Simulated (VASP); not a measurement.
Runs of VASP 6.6.1 on Ni. The structure is that of space group P6/mmm (No. 191), or close to it. The cells are those of the table. 

| task | spin | cell | k mesh | cutoff (eV) | smearing | gap on the mesh (eV) | pressure (GPa) |
| --- | --- | --- | --- | --- | --- | --- | --- |
| single point | off | a = 4.187, b = 4.187, c = 2.520 Å, angles 90.0, 90.0, 120.0°, 3 atoms | 10 × 10 × 15 | 520 | fermi-dirac 0.1 eV | none | -14.4 |
| relaxation of cell and atoms | off | relaxed from a = 3.954, b = 3.954, c = 2.424 Å, angles 90.0, 90.0, 120.0°, 3 atoms | 9 × 9 × 13 | 600 | fermi-dirac 0.1 eV | none | 0.0 |
| single point | off | a = 4.032, b = 4.032, c = 2.427 Å, angles 90.0, 90.0, 120.0°, 3 atoms | 10 × 10 × 15 | 520 | fermi-dirac 0.1 eV | none | 0.2 |
| single point | off | a = 3.864, b = 3.864, c = 2.326 Å, angles 90.0, 90.0, 120.0°, 3 atoms | 10 × 10 × 15 | 520 | fermi-dirac 0.1 eV | none | 30.0 |
| single point | off | a = 4.032, b = 4.032, c = 2.427 Å, angles 90.0, 90.0, 120.0°, 3 atoms | 12 × 12 × 17 | 520 | fermi-dirac 0.1 eV | none | 0.2 |
| single point | collinear, ferromagnetic start | a = 4.029, b = 4.029, c = 2.443 Å, angles 90.0, 90.0, 120.0°, 3 atoms | 12 × 12 × 17 | 520 | fermi-dirac 0.05 eV | none | 0.2 |
| single point | off | a = 4.085, b = 4.085, c = 2.459 Å, angles 90.0, 90.0, 120.0°, 3 atoms | 10 × 10 × 15 | 520 | fermi-dirac 0.1 eV | none | (a) |
| single point | off | a = 3.978, b = 3.978, c = 2.394 Å, angles 90.0, 90.0, 120.0°, 3 atoms | 10 × 10 × 15 | 520 | fermi-dirac 0.1 eV | none | 7.9 |

Alike in all rows: level RPBE; potentials or basis VASP PAW PBE potentials, release 64 (Ni).

Fill in the values left out.

(a) -5.9.

Caveats: the PAW data sets were made with another functional, which shifts forces and pressure a little.

A gap of «none» marks levels without a gap at the run's occupations.
